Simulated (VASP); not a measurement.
# MnSi (P2_13) in VASP: single point with LDA

Aim: the single point of MnSi with LDA.

All numbers are computed with VASP 6.6.1; they aren't measurements. Logs are shortened: lines on timing, memory, paths and dates and some standing lists are left out, and cuts for length are marked.

**1. The cell of the first run**

It takes space group P2_13 (No. 198, cubic). The conventional cell has a = 4.431 Å, b = 4.431 Å, c = 4.431 Å, α = 90.00°, β = 90.00°, γ = 90.00°. Mn (site symmetry 3) has 7 Si at 2.24 to 2.47 Å and 6 Mn at 2.72 Å within 3.0 Å. Si (site symmetry 3) has 7 Mn at 2.24 to 2.47 Å and 6 Si at 2.74 Å within 3.0 Å.

**2. Single point, LDA, collinear spin, ferromagnetic start**

INCAR reads:

```
  ALGO = Normal
  EDIFF = 1E-7
  ENCUT = 520
  GGA = CA
  ISIF = 2
  ISMEAR = 0
  ISPIN = 2
  LASPH = True
  LCHARG = True
  LELF = True
  LMAXMIX = 4
  LORBIT = 11
  LREAL = False
  LVHAR = True
  LWAVE = False
  MAGMOM = 3.5 3.5 3.5 3.5 0 0 0 0
  NBANDS = 48
  NELM = 150
  PREC = Accurate
  SIGMA = 0.05
```

KPOINTS reads:

```
k-points
0
Gamma
  8 8 8
```

POSCAR reads:

```
MnSi
1.0
    4.4307073929      0.0000000000      0.0000000000
    0.0000000000      4.4307073929      0.0000000000
    0.0000000000      0.0000000000      4.4307073929
Mn Si
4 4
Direct
    0.1372428112      0.1372428112      0.1372428112
    0.3627571888      0.8627571888      0.6372428112
    0.6372428112      0.3627571888      0.8627571888
    0.8627571888      0.6372428112      0.3627571888
    0.8453577795      0.8453577795      0.8453577795
    0.6546422205      0.1546422205      0.3453577795
    0.3453577795      0.6546422205      0.1546422205
    0.1546422205      0.3453577795      0.6546422205
```

Potentials or basis: VASP PAW LDA potentials, release 64 (Mn_pv, Si).

Run with:

```sh
cat potpaw_LDA.64/Mn_pv/POTCAR potpaw_LDA.64/Si/POTCAR > POTCAR
mpirun -np 1 vasp_std > vasp.out
```

OUTCAR:

```text
EDIFF = 1E-7
   ENCUT = 520
   GGA = CA
   ISIF = 2
   ISMEAR = 0
   ISPIN = 2
   LASPH = True
   LORBIT = 11
   LREAL = False
   NELM = 150
   PREC = Accurate

 ion  position               nearest neighbor table
   1  0.137  0.137  0.137-   5 2.24   8 2.33   7 2.33   6 2.33   7 2.47   8 2.47   6 2.47   3 2.72
                             4 2.72   2 2.72   2 2.72   4 2.72   3 2.72
   2  0.363  0.863  0.637-   6 2.24   7 2.33   5 2.33   8 2.33   7 2.47   8 2.47   5 2.47   1 2.72
                             1 2.72   3 2.72   3 2.72   4 2.72   4 2.72
   3  0.637  0.363  0.863-   7 2.24   6 2.33   5 2.33   8 2.33   8 2.47   6 2.47   5 2.47   1 2.72
                             4 2.72   2 2.72   2 2.72   4 2.72   1 2.72
   4  0.863  0.637  0.363-   8 2.24   5 2.33   7 2.33   6 2.33   6 2.47   5 2.47   7 2.47   1 2.72
                             3 2.72   2 2.72   1 2.72   2 2.72   3 2.72
   5  0.845  0.845  0.845-   1 2.24   4 2.33   3 2.33   2 2.33   3 2.47   4 2.47   2 2.47   7 2.74
                             7 2.74   8 2.74   6 2.74   8 2.74   6 2.74
   6  0.655  0.155  0.345-   2 2.24   3 2.33   1 2.33   4 2.33   3 2.47   4 2.47   1 2.47   8 2.74
                             8 2.74   7 2.74   7 2.74   5 2.74   5 2.74
   7  0.345  0.655  0.155-   3 2.24   2 2.33   1 2.33   4 2.33   4 2.47   2 2.47   1 2.47   5 2.74
                             5 2.74   8 2.74   8 2.74   6 2.74   6 2.74
   8  0.155  0.345  0.655-   4 2.24   1 2.33   3 2.33   2 2.33   2 2.47   1 2.47   3 2.47   6 2.74
                             6 2.74   7 2.74   5 2.74   7 2.74   5 2.74

  LATTYP: Found a simple cubic cell.
 ALAT       =     4.4307073929

  Lattice vectors:

 A1 = (   4.4307073929,   0.0000000000,   0.0000000000)
 A2 = (   0.0000000000,   4.4307073929,   0.0000000000)
 A3 = (   0.0000000000,   0.0000000000,   4.4307073929)

Analysis of symmetry for initial positions (statically):
=====================================================================
 Subroutine PRICEL returns:
 Original cell was already a primitive cell.

 Routine SETGRP: Setting up the symmetry group for a
 simple cubic supercell.

 Subroutine GETGRP returns: Found 12 space group operations
 (whereof  3 operations were pure point group operations)
 out of a pool of 48 trial point group operations.

The static configuration has the point symmetry C_3 .
 The point group associated with its full space group is T   .

Analysis of symmetry for dynamics (positions and initial velocities):
=====================================================================
 Subroutine PRICEL returns:
 Original cell was already a primitive cell.

 Routine SETGRP: Setting up the symmetry group for a
 simple cubic supercell.

[... 179 lines left out ...]
  free energy    TOTEN  =       -68.77280842 eV

  energy without entropy =      -68.76366772  energy(sigma->0) =      -68.76823807

 E-fermi :  11.7581     XC(G=0): -13.3289

 val. band max:       11.7544815657   @ k =   0.3750   0.3750   0.0000
 cond. band min:      11.7613859845   @ k =   0.3750   0.2500   0.2500
 fundamental gap:      0.0069044189
 Fermi energy:        11.7580883972

 spin component 1

 k-point     1 :       0.0000    0.0000    0.0000
  band No.  band energies     occupation
      1     -35.8227      1.00000
      2     -35.8227      1.00000
      3     -35.8227      1.00000
      4     -35.7493      1.00000
      5     -35.7493      1.00000
      6     -35.7493      1.00000
[... 1165 lines left out ...]
     45      16.4668      0.00000
     46      17.2163      0.00000

 [... further k-points ...]

 spin component 2

 k-point     1 :       0.0000    0.0000    0.0000
  band No.  band energies     occupation
      1     -35.3949      1.00000
      2     -35.3949      1.00000
      3     -35.3949      1.00000
      4     -35.3534      1.00000
      5     -35.3534      1.00000
      6     -35.3534      1.00000
[... 1165 lines left out ...]
     45      16.6468      0.00000
     46      17.3634      0.00000

 [... further k-points ...]

 [bands above 46 left out]

------------------------ aborting loop because EDIFF is reached ----------------------------------------

  FORCE on cell =-STRESS in cart. coord.  units (eV):
  Direction    XX          YY          ZZ          XY          YZ          ZX
  --------------------------------------------------------------------------------------
  -------------------------------------------------------------------------------------
  Total       -0.4693121     -0.4693121     -0.4693121      0.0000000      0.0000000      0.0000000
  in kB       -8.6447645     -8.6447645     -8.6447645      0.0000000      0.0000000      0.0000000
  external PRESSURE =      -8.6447645 kB  Pullay stress =       0.0000000 kB

 VOLUME and BASIS-vectors are now :
 -----------------------------------------------------------------------------
  energy-cutoff  :      520.00
  volume of cell :       86.98
      direct lattice vectors                 reciprocal lattice vectors
     4.430707393  0.000000000  0.000000000     0.225697594  0.000000000  0.000000000
     0.000000000  4.430707393  0.000000000     0.000000000  0.225697594  0.000000000
     0.000000000  0.000000000  4.430707393     0.000000000  0.000000000  0.225697594

 POSITION                                       TOTAL-FORCE (eV/Angst)
 -----------------------------------------------------------------------------------
      0.60808      0.60808      0.60808         0.020182      0.020182      0.020182
      1.60727      3.82262      2.82344        -0.020182     -0.020182      0.020182
      2.82344      1.60727      3.82262         0.020182     -0.020182     -0.020182
      3.82262      2.82344      1.60727        -0.020182      0.020182     -0.020182
      3.74553      3.74553      3.74553         0.007352      0.007352      0.007352
      2.90053      0.68517      1.53018        -0.007352     -0.007352      0.007352
      1.53018      2.90053      0.68517         0.007352     -0.007352     -0.007352
      0.68517      1.53018      2.90053        -0.007352      0.007352     -0.007352
 -----------------------------------------------------------------------------------
    total drift:                               -0.000000      0.000000      0.000000

  FREE ENERGIE OF THE ION-ELECTRON SYSTEM (eV)
  ---------------------------------------------------
  free  energy   TOTEN  =       -68.7728084174 eV

  energy  without entropy=      -68.7636677176  energy(sigma->0) =      -68.76823807

 total charge

# of ion       s       p       d       tot
------------------------------------------
    1        0.355   6.422   5.387  12.164
    2        0.355   6.422   5.387  12.164
    3        0.355   6.422   5.387  12.164
    4        0.355   6.422   5.387  12.164
    5        0.752   0.948   0.000   1.700
    6        0.752   0.948   0.000   1.700
    7        0.752   0.948   0.000   1.700
    8        0.752   0.948   0.000   1.700
--------------------------------------------------
tot          4.426  29.481  21.549  55.456

 magnetization (x)

# of ion       s       p       d       tot
------------------------------------------
    1       -0.000   0.002   0.431   0.433
    2       -0.000   0.002   0.431   0.433
    3       -0.000   0.002   0.431   0.433
    4       -0.000   0.002   0.431   0.433
    5       -0.004  -0.011   0.000  -0.015
    6       -0.004  -0.011   0.000  -0.015
    7       -0.004  -0.011   0.000  -0.015
    8       -0.004  -0.011   0.000  -0.015
--------------------------------------------------
tot         -0.017  -0.039   1.726   1.670
```

OSZICAR:

```text
N       E                     dE             d eps       ncg     rms          rms(c)
DAV:   1     0.808416579912E+03    0.80842E+03   -0.35993E+04  8648   0.172E+03
DAV:   2    -0.117630747793E+02   -0.82018E+03   -0.77947E+03  8640   0.511E+02
DAV:   3    -0.720442494061E+02   -0.60281E+02   -0.58077E+02  9480   0.149E+02
[... 18 lines left out ...]
DAV:  22    -0.687728048279E+02   -0.84133E-06   -0.19255E-06  8744   0.815E-03    0.128E-02
DAV:  23    -0.687728067913E+02   -0.19634E-05   -0.14617E-06  9544   0.905E-03    0.835E-03
DAV:  24    -0.687728082008E+02   -0.14096E-05   -0.29147E-06  9536   0.124E-02    0.280E-03
DAV:  25    -0.687728084052E+02   -0.20434E-06   -0.74224E-07  8856   0.531E-03    0.793E-04
DAV:  26    -0.687728084174E+02   -0.12253E-07   -0.57848E-08  4464   0.170E-03
   1 F= -.68772808E+02 E0= -.68768238E+02  d E =-.914070E-02  mag=     1.6800
```

stdout:

```text
POSCAR found type information on POSCAR MnSi
 POSCAR found :  2 types and       8 ions
 scaLAPACK will be used
 LDA part: xc-table for (Slater(with rela. corr.)+CA(PZ))
 , standard interpolation
 POSCAR, INCAR and KPOINTS ok, starting setup
 FFT: planning ... GRIDC
 FFT: planning ... GRID_SOFT
 FFT: planning ... GRID
 WAVECAR not read
 entering main loop
```

Run time: 3.8 min. Hardware: 1 thread of Intel Xeon 6975P-C (Granite Rapids), shared host; peak memory 0.35 GiB.

Results:

| Property | Result |
| --- | --- |
| Free energy | -68.7728 eV |
| Pressure | -0.9 GPa |
| Largest force | 0.035 eV/Å |
| Net moment | 1.68 μB per cell |
| Site moments | Mn +0.43; Si -0.01 μB |
| Valence electrons inside the program's atomic spheres | Mn 12.16; Si 1.70 |

Forces on the atoms (eV/Å):
```
Mn   0.020  0.020  0.020
Mn  -0.020 -0.020  0.020
Mn   0.020 -0.020 -0.020
Mn  -0.020  0.020 -0.020
Si   0.007  0.007  0.007
Si  -0.007 -0.007  0.007
Si   0.007 -0.007 -0.007
Si  -0.007  0.007 -0.007
```
